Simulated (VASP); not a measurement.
CaO:

```xyz
2
Lattice="0.0000 2.4036 2.4036 2.4036 0.0000 2.4036 2.4036 2.4036 0.0000" Properties=species:S:1:pos:R:3 pbc="T T T"
Ca    0.0000    0.0000    0.0000
O     2.4036    2.4036    2.4036
```

| Item | Value |
| --- | --- |
| Program | VASP 6.6.1 |
| Task | relaxation of cell and atoms |
| Functional | HF |
| Potentials or basis | VASP PAW PBE potentials, release 64 (Ca_sv, O) |
| Cutoff | 600 eV |
| k mesh | 5 × 5 × 5 |
| Occupations | fermi-dirac, width 0.05 eV |
| Spin | no spin polarisation |

At the start: pressure 4.5 GPa; volume 13.89 Å³/atom.

Task: Where does the relaxation end?

Result: Over 3 steps the energy falls by 6.9 meV/atom and the volume is 14.39 Å³/atom (+3.6 %); space group Fm-3m (No. 225, to 0.1 Å) before and after.

The path:
```csv
step,energy change (eV),largest force (eV/Å),pressure (GPa),volume (Å³)
1,0.0000,0.0000,4.52,27.77
2,-0.0095,0.0000,-2.19,29.38
3,-0.0138,0.0000,0.08,28.78
```

Final structure:
```
CELL_PARAMETERS angstrom
0.00000 2.43237 2.43237
2.43237 0.00000 2.43237
2.43237 2.43237 0.00000
ATOMIC_POSITIONS crystal
Ca 0.00000 0.00000 0.00000
O 0.50000 0.50000 0.50000
```

Caveat: the k points lie up to 0.45 Å⁻¹ apart in the final cell; the PAW data sets were made with another functional, which shifts forces and pressure a little.
